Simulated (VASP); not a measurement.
**TiBMoC2: relaxation of cell and atoms with PBE**

TiBMoC2:

```xyz
5
Lattice="-1.8874 1.8874 4.6503 1.8874 -1.8874 4.6503 1.8874 1.8874 -4.6503" Properties=species:S:1:pos:R:3 pbc="T T T"
Ti    0.0000    0.0000    0.0000
B     0.0000    1.8874    2.3251
Mo    1.8874    0.0000    2.3251
C     0.0000    0.0000    5.7857
C     0.0000    0.0000    3.5149
```

| Quantity | Value |
| --- | --- |
| Program | VASP 6.6.1 |
| Task | relaxation of cell and atoms |
| Functional | PBE |
| Potentials or basis | VASP PAW PBE potentials, release 64 (Ti_sv, B, Mo_sv, C) |
| Cutoff | 600 eV |
| k mesh | 6 × 6 × 6 |
| Occupations | gaussian, width 0.1 eV |
| Spin | no spin polarisation |
| Dipole correction | no |
| Further INCAR settings | ALGO = Normal; EDIFF = 1e-06; IBRION = 2; EDIFFG = -0.04; NSW = 90; ISIF = 3 |

- Relaxed volume: 9.31 Å³/atom
- Relaxed cell: a = 5.316 Å, b = 5.316 Å, c = 5.316 Å, α = 146.10°, β = 146.10°, γ = 48.69°
- Space group after relaxing (to 0.05 Å): I-4m2 (No. 119)
- Energy gained by relaxing: 1239.0 meV/atom
- Ionic steps: 22
- Pressure after relaxing: 0.3 GPa
- Largest force after relaxing: 0.032 eV/Å

Forces on the atoms (eV/Å):
```
Ti   0.000  0.000  0.000
B    0.000  0.000  0.000
Mo   0.000  0.000  0.000
C    0.000  0.000 -0.032
C    0.000  0.000  0.032
```

Stress tensor (GPa, compression positive):
```
0.16 0.00 0.00
0.00 0.16 0.00
0.00 0.00 0.66
```

The path:
```
step  energy change (eV)  largest force (eV/Å)  pressure (GPa)  volume (Å³)
   1              0.0000                0.6232          -34.00        66.26
   2             -1.4272                4.2798           56.45        42.70
   3             -2.4443                1.7228            2.29        50.00
   4             -3.6872                3.3751            7.90        47.58
   5             -4.2138                2.3025           43.44        42.72
   6             -4.5621                3.3084           22.21        44.85
   7             -5.0650                2.0150            8.43        46.44
   8             -5.1253                1.6001            4.25        47.10
   9             -5.1282                1.5254            3.46        47.24
  10             -5.3393                1.8560           -2.81        47.77
  11             -5.7712                2.1338          -15.72        49.28
  12             -4.6774                7.2280          -11.14        51.89
  13             -5.7614                2.1858          -17.25        49.55
  14             -5.8092                1.7735          -19.92        50.22
  15             -5.9046                1.0277          -17.07        49.76
  16             -5.9259                0.1721          -14.46        49.43
  17             -6.0091                0.2031          -11.92        48.80
  18             -6.1632                0.2949           -2.78        46.93
  19             -6.1797                0.3393            2.51        46.03
  20             -6.1799                0.3338            1.97        46.13
  21             -6.1861                0.2599            1.51        46.23
  22             -6.1952                0.0318            0.33        46.53
```

Final structure:
```xyz
5
Lattice="-1.5497 1.5497 4.8433 1.5497 -1.5497 4.8433 1.5497 1.5497 -4.8433" Properties=species:S:1:pos:R:3 pbc="T T T"
Ti    0.0000    0.0000    0.0000
B     0.0000    1.5497    2.4216
Mo    1.5497    0.0000    2.4216
C     0.0000    0.0000    5.5761
C     0.0000    0.0000    4.1105
```

Levels at points of the mesh, in eV from the Fermi level:
```
           k point  band 14  band 15  band 16  band 17  band 18  band 19  band 20  band 21  band 22
(0.00, 0.00, 0.00)    -4.26    -3.93    -2.19    -2.17    -2.17    -0.47     0.62     0.83     0.83
(0.50, 0.00, 0.00)    -6.01    -4.62    -4.38    -1.85    -1.13     0.17     0.89     0.90     1.57
(0.50, 0.50, 0.00)    -6.52    -4.39    -3.62    -2.86    -2.69     1.53     1.77     1.80     2.37
(0.50, 0.50, 0.50)    -4.14    -4.14    -3.26    -3.26    -1.92    -0.36     0.96     1.21     1.21
```

Run time: 27 min on 1 thread of AMD EPYC 9R45 96-Core Processor (Zen 5) (shared host), peak memory 0.36 GiB.

Caveat: the k points lie up to 0.48 Å⁻¹ apart in the final cell; the volume moved by over 15 % at a fixed basis, so the end points are rough.
